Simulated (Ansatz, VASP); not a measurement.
# Two plane-wave programs on SnO2

INCAR

```
  ALGO = Normal
  EDIFF = 1E-7
  ENCUT = 520
  GGA = CA
  ISIF = 2
  ISMEAR = 0
  LASPH = T
  LCHARG = F
  LREAL = F
  LWAVE = F
  NBANDS = 35
  NELM = 80
  PREC = Accurate
  SIGMA = 0.05
```

KPOINTS

```
k-points
0
Gamma
  6 6 8
```

The input POSCAR:

```
SnO2
1.0
    4.7924604755      0.0000000000      0.0000000000
    0.0000000000      4.7929689394      0.0000000000
    0.0000000000      0.0000000000      3.2376852524
Sn O
2 4
Direct
    0.5000000000      0.5000000000      0.5000000000
    0.0000000000      0.0000000000      0.0000000000
    0.3059920358      0.2715746941      0.0000000000
    0.8059920358      0.2284253059      0.5000000000
    0.1940079642      0.7715746941      0.5000000000
    0.6940079642      0.7284253059      0.0000000000
```

Input for Ansatz:

```yaml
crystal:
  lattice:
    - [4.7924604755, 0.0, 0.0]
    - [0.0, 4.7929689394, 0.0]
    - [0.0, 0.0, 3.2376852524]
  atoms:
    - { symbol: Sn, position: [0.5, 0.5, 0.5] }
    - { symbol: Sn, position: [0.0, 0.0, 0.0] }
    - { symbol: O, position: [0.3059920358, 0.2715746941, 0.0] }
    - { symbol: O, position: [0.8059920358, 0.2284253059, 0.5] }
    - { symbol: O, position: [0.1940079642, 0.7715746941, 0.5] }
    - { symbol: O, position: [0.6940079642, 0.7284253059, 0.0] }
basis:
  ecutwfc: 520.0
kpoints:
  mp_grid: { grid: [6, 6, 8] }
hamiltonian:
  xc: lda
  pseudopotentials: { kind: paw, azcp: { folder: soft_1 } }
scf:
  occupations: { method: gaussian, width: 0.05 }
output:
  forces: true
  stress: true
  eigenvalues: true
  write_density: true
  write_potential: true
  elf: true
  volumetric_format: npy
```

Alike in both runs: task single point; functional LDA; k mesh 6 × 6 × 8; occupations gaussian, width 0.05 eV; no spin polarisation.

```csv
,VASP,Ansatz
version,VASP 6.6.1,Ansatz 0.2.0
potentials or method,"VASP PAW LDA potentials, release 64 (Sn_d, O), cutoff 520 eV","scalar-relativistic, plane waves, PAW"
valence electrons in the cell,52,52
```

Ansatz gave:

- gap on the k mesh at the Fermi level (eV): 0.64
- least direct gap on the mesh (eV): 0.70
- pressure (GPa): -8.6
- traceless stress, the component that is largest in VASP (GPa): 4.32
- rms of the force components (eV/Å): 1.054

Q: Estimate VASP's values.

A: gap on the k mesh at the Fermi level (eV): 0.66; least direct gap on the mesh (eV): 0.71; pressure (GPa): -7.5; traceless stress, the component that is largest in VASP (GPa): 4.52; rms of the force components (eV/Å): 1.081.

Ansatz warns that its potentials were made for another functional, while VASP's fit it. LDA's correlation is that of Perdew and Zunger in VASP and of Perdew and Wang (1992) in Ansatz. Atom by atom the forces differ by 0.028 eV/Å (rms over components).
